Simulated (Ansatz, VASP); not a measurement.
# PbSe: VASP beside Ansatz

Contents of POSCAR:

```
PbSe
1.0
    0.0000000000      3.1458599489      3.1458599489
    3.1458599489      0.0000000000      3.1458599489
    3.1458599489      3.1458599489      0.0000000000
Pb Se
1 1
Direct
    0.0000000000      0.0000000000      0.0000000000
    0.5000000000      0.5000000000      0.5000000000
```

File INCAR.step1:

```
PREC = Accurate
ENCUT = 520
EDIFF = 1E-5
ISMEAR = -1
SIGMA = 0.05
LREAL = F
LASPH = T
NELM = 80
ALGO = Normal
ISIF = 2
LWAVE = T
LCHARG = F
GGA = PE
NBANDS = 17
```

File INCAR.step2:

```
PREC = Accurate
ENCUT = 520
EDIFF = 1E-6
ISMEAR = -1
SIGMA = 0.05
LREAL = F
LASPH = T
NELM = 80
ALGO = Normal
ISIF = 2
LWAVE = F
LCHARG = F
GGA = PE
LHFCALC = T
HFSCREEN = 0.2079
PRECFOCK = Normal
ISTART = 1
NBANDS = 17
```

File KPOINTS:

```
Automatic mesh
0
Gamma
  4 4 4
```

Input for Ansatz:

```yaml
crystal:
  lattice:
    - [0.0, 3.145859948862, 3.145859948862]
    - [3.145859948862, 0.0, 3.145859948862]
    - [3.145859948862, 3.145859948862, 0.0]
  atoms:
    - { symbol: Pb, position: [0.0, 0.0, 0.0] }
    - { symbol: Se, position: [0.5, 0.5, 0.5] }
kpoints:
  mp_grid: { grid: [4, 4, 4] }
hamiltonian:
  xc: hse06
  pseudopotentials: { kind: paw }
scf:
  occupations: { method: fermi_dirac, width: 0.05 }
output:
  forces: true
  stress: true
  eigenvalues: true
```

Alike in both runs: task single point; functional HSE06; k mesh 4 × 4 × 4; occupations fermi-dirac, width 0.05 eV; no spin polarisation.

|  | VASP | Ansatz |
| --- | --- | --- |
| version | VASP 6.6.1 | Ansatz 0.2.0 development build |
| potentials or method | VASP PAW PBE potentials, release 64 (Pb_d, Se) | plane waves, PAW datasets (generated soft set 1) |
| plane-wave cutoff (eV) | 520 | 420 |
| valence electrons in the cell | 20 | 30 |

```csv
,VASP,Ansatz,Ansatz less VASP
gap on the k mesh at the Fermi level (eV),0.99,0.99,-0.005
```

VASP's potentials hold 20 valence electrons a cell and Ansatz's 30, so a difference there can come from the potentials and not from the codes. Ansatz's warnings: stress exchange threshold loose, stress scf threshold loose.

The k mesh is coarse, so the values compare programs but aren't converged. Spin-orbit coupling is off throughout.
